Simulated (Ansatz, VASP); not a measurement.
One calculation of B, two programs

The input INCAR:

```
SYSTEM = B
  ALGO = Normal
  EDIFF = 1E-7
  ENCUT = 520
  GGA = PE
  ISIF = 2
  ISMEAR = -1
  LASPH = .True.
  LCHARG = .False.
  LREAL = .False.
  LWAVE = .False.
  NBANDS = 8
  NELM = 100
  PREC = Accurate
  SIGMA = 0.1
```

KPOINTS

```
k-points
0
Gamma
  19 19 19
  0 0 0
```

File POSCAR:

```
B
1.0
    1.9329054287      0.0000000000      0.0000000000
    0.0000000000      1.9329054287      0.0000000000
    0.0000000000      0.0000000000      1.9329054287
B
1
Direct
    0.0000000000      0.0000000000      0.0000000000
```

Input for Ansatz:

```yaml
crystal:
  lattice:
    - [1.9329054287, 0.0, 0.0]
    - [0.0, 1.9329054287, 0.0]
    - [0.0, 0.0, 1.9329054287]
  atoms:
    - { symbol: B, position: [0.0, 0.0, 0.0] }
hamiltonian:
  xc: pbe
  pseudopotentials:
    kind: paw
    azcp:
      B: "pseudopotentials/B.paw.azcp"
basis:
  ecutwfc: 420
  fft_grid_basis: typed
kpoints:
  mp_grid: { grid: [19, 19, 19], shift: [0, 0, 0] }
magnetization:
  spin_polarized: false
scf:
  occupations: { method: fermi_dirac, width: 0.1 }
  lower_state_search: "off"
output:
  stress: true
```

Alike in both runs: task single point; functional PBE; k mesh 19 × 19 × 19; occupations fermi-dirac, width 0.1 eV; no spin polarisation.

|  | VASP | Ansatz |
| --- | --- | --- |
| version | VASP 6.6.1 | Ansatz 0.2.0 |
| potentials or method | VASP PAW PBE potentials, release 64 (B), cutoff 520 eV | plane waves (420 eV) with PAW, scalar-relativistic |
| valence electrons in the cell | 3 | 3 |

```tsv
	VASP	Ansatz	Ansatz less VASP
pressure (GPa)	-15.4	-15.5	-0.03
```
